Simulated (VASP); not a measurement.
ZnC:

```
CELL_PARAMETERS angstrom
0.00000 2.22329 2.22329
2.22329 0.00000 2.22329
2.22329 2.22329 0.00000
ATOMIC_POSITIONS crystal
Zn 0.00000 0.00000 0.00000
C 0.50000 0.50000 0.50000
```

* Program: VASP 6.6.1
* Task: relaxation of cell and atoms
* Functional: PBE
* Potentials or basis: VASP PAW PBE potentials, release 64 (Zn, C)
* Cutoff: 600 eV
* k mesh: 6 × 6 × 6
* Occupations: gaussian, width 0.1 eV
* Spin: no spin polarisation

At the start: pressure -4.3 GPa; volume 10.99 Å³/atom.

Where does the relaxation end?

Over 3 steps the energy falls by 4.9 meV/atom and the volume is 10.63 Å³/atom (-3.3 %); space group Fm-3m (No. 225, to 0.05 Å).

Step by step:
| step | energy change (eV) | largest force (eV/Å) | pressure (GPa) | volume (Å³) |
| --- | --- | --- | --- | --- |
| 1 | 0.0000 | 0.0000 | -4.34 | 21.98 |
| 2 | -0.0090 | 0.0000 | 1.47 | 21.05 |
| 3 | -0.0099 | 0.0000 | -0.01 | 21.26 |

Final structure:
```yaml
crystal:
  lattice:
    - [0.00000, 2.19887, 2.19887]
    - [2.19887, 0.00000, 2.19887]
    - [2.19887, 2.19887, 0.00000]
  atoms:
    - { symbol: Zn, position: [0.00000, 0.00000, 0.00000] }
    - { symbol: C, position: [0.50000, 0.50000, 0.50000] }
```

Caveat: the k points lie up to 0.41 Å⁻¹ apart in the final cell.
